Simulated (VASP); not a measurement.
A run of VASP 6.6.1:

Contents of INCAR:

```
PREC = Accurate
ENCUT = 520
EDIFF = 1E-6
ISMEAR = 0
SIGMA = 0.05
LREAL = Auto
LASPH = T
NELM = 60
ALGO = Normal
ISIF = 2
LWAVE = F
LCHARG = F
GGA = PE
NBANDS = 30
```

KPOINTS

```
regular mesh
0
Gamma
  4 4 3
```

File POSCAR:

```
Be16H
1.0
   -2.2900000000     -3.9663960000      0.0000000000
    3.4350000000     -1.9831980000      0.0000000000
    0.0000000000      0.0000000000      7.1768600000
Be H
16 1
Direct
    0.7495856395      0.5046856228     -0.0012258843
    0.5092525667      0.3373020023      0.2539136893
    0.7497022126      0.5036361184      0.5028375919
    0.5016731201      0.3344248749      0.7502314383
    0.5092962567     -0.0046645042     -0.0037417478
    0.2496567297      0.8251947339      0.2541948707
    0.5016341889     -0.0016578478      0.4999830009
    0.2497076791      0.8383189477      0.7471551626
    0.2496507107      0.5076020749     -0.0040867455
   -0.0100282926      0.3375150538      0.2539364012
    0.2497021022      0.4943871366      0.5030042386
   -0.0023098949      0.3342979158      0.7502223814
   -0.0100109194     -0.0048465809     -0.0037534521
    0.7495679021      0.8280176116      0.2514598306
   -0.0022605643     -0.0015463442      0.4999945659
    0.7497194578      0.8290840054      0.7473495373
    0.2492239983      0.1662430731      0.1248702079
```

Potentials or basis: VASP PAW PBE potentials, release 64 (Be, H).

Command:

```bash
$ cat potpaw_PBE.64/Be/POTCAR potpaw_PBE.64/H/POTCAR > POTCAR
$ mpirun -np 1 vasp_std > vasp.out
```

Hardware: 1 thread of Intel Xeon 8259CL, on a shared host.

**Question.** Estimate the wall time of this run.

**Answer.** Wall time 5.4 min on 1 thread of Intel Xeon 8259CL, on a shared host, peak memory 0.26 GiB. Counts: scf iterations 13, k points 26.
